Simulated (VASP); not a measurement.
Input of a VASP 6.6.1 run:

INCAR

```
SYSTEM = Na5ZrO2
ALGO = Normal
EDIFF = 1E-6
ENCUT = 520
GGA = PE
ISIF = 2
ISMEAR = 0
LASPH = .TRUE.
LCHARG = .TRUE.
LELF = .TRUE.
LREAL = .FALSE.
LVHAR = .TRUE.
LWAVE = .FALSE.
NBANDS = 40
NELM = 80
PREC = Accurate
SIGMA = 0.2
```

The input KPOINTS:

```
k-points
0
G
  5 5 2
  0 0 0
```

File POSCAR:

```
Na5ZrO2
1.0
    3.4126936170      0.0000000000      0.0000000000
   -1.7063468085      2.9554793676      0.0000000000
    0.0000000000      0.0000000000     18.3538431876
Na Zr O
5 1 2
Direct
    0.6666666667      0.3333333333      0.1673673572
    0.3333333333      0.6666666667      0.3277343580
    0.0000000000      0.0000000000      0.5000000000
    0.6666666667      0.3333333333      0.6722656420
    0.3333333333      0.6666666667      0.8326326428
    0.0000000000      0.0000000000      0.0000000000
    0.6666666667      0.3333333333      0.9477764290
    0.3333333333      0.6666666667      0.0522235710
```

Potentials or basis: VASP PAW PBE potentials, release 64 (Na_pv, Zr_sv, O).

Launch:

```console
$ cat potpaw_PBE.64/Na_pv/POTCAR potpaw_PBE.64/Zr_sv/POTCAR potpaw_PBE.64/O/POTCAR > POTCAR
$ mpirun -np 1 vasp_std > vasp.out
```

**Question.** Estimate the pressure.

**Answer.** 0.1 GPa.

**Question.** What does it give for the largest force?

**Answer.** 0.069 eV/Å.

Stress tensor (GPa, compression positive):
```
0.15 0.00 0.00
0.00 0.15 0.00
0.00 0.00 0.07
```

Caveat: the k points lie up to 0.43 Å⁻¹ apart; an odd number of electrons without spin polarisation forces a metal; a magnetic or distorted state may lie lower.
